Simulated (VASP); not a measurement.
A run of VASP 6.6.1 is set up as follows.

INCAR

```
SYSTEM = LiCl
  PREC = Accurate
  ENCUT = 520
  EDIFF = 1E-6
  ISMEAR = -1
  SIGMA = 0.05
  LREAL = .False.
  LASPH = .True.
  NELM = 100
  ALGO = Normal
  ISIF = 2
  LWAVE = .False.
  LCHARG = .False.
  GGA = PE
  IVDW = 13
  NBANDS = 12
```

KPOINTS

```
Automatic mesh
0
Gamma
  9 9 9
  0 0 0
```

POSCAR

```
LiCl
1.0
    0.0000000000      2.5439577098      2.5439577098
    2.5439577098      0.0000000000      2.5439577098
    2.5439577098      2.5439577098      0.0000000000
Cl Li
1 1
Direct
    0.5000000000      0.5000000000      0.5000000000
    0.0000000000      0.0000000000      0.0000000000
```

Potentials or basis: VASP PAW PBE potentials, release 64 (Cl, Li_sv).

Launch:

```bash
$ cat potpaw_PBE.64/Cl/POTCAR potpaw_PBE.64/Li_sv/POTCAR > POTCAR
$ mpirun -np 1 vasp_std > vasp.out
```

Task: Predict the band gap on the k mesh.

Result: 6.48 eV, direct.

Task: Estimate the dispersion energy per atom.

Result: -0.125 eV.

 A k mesh can miss the band edges.
